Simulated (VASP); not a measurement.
A run of VASP 6.6.1 is set up as follows.

INCAR

```
SYSTEM = Ge
PREC     = Accurate       ! precision mode
ENCUT    = 520            ! plane-wave cutoff, eV
EDIFF    = 1E-6           ! SCF threshold, eV
ISMEAR   = 0              ! smearing method
SIGMA    = 0.1            ! smearing width, eV
LREAL    = .FALSE.        ! projectors in reciprocal space
LASPH    = .TRUE.         ! aspherical terms in the spheres
NELM     = 100            ! most SCF steps
ALGO     = Normal         ! electronic algorithm
ISIF     = 2              ! what is computed and relaxed
LWAVE    = .FALSE.        ! write WAVECAR
LCHARG   = .FALSE.        ! write CHGCAR
GGA      = PE             ! functional
NBANDS   = 28             ! bands
```

Contents of KPOINTS:

```
Automatic mesh
0
G
  10 10 18
  0 0 0
```

Contents of POSCAR:

```
Ge
1.0
    5.2405842592      0.0000000000      0.0000000000
    0.0000000000      5.2405842592      0.0000000000
    0.0000000000      0.0000000000      2.6553559352
Ge
3
Direct
    0.0000000000      0.0000000000      0.0000000000
    0.0000000000      0.5000000000      0.0000000000
    0.5000000000      0.0000000000      0.0000000000
```

Potentials or basis: VASP PAW PBE potentials, release 64 (Ge_d).

Launch:

```sh
$ cat potpaw_PBE.64/Ge_d/POTCAR > POTCAR
$ mpirun -np 1 vasp_std > vasp.out
```

(1) What does it give for the band gap on the k mesh?

(2) What does it give for the pressure?

Results:

(1) zero (bands 21 and 22 overlap by 3.60 eV).

(2) 0.1 GPa.
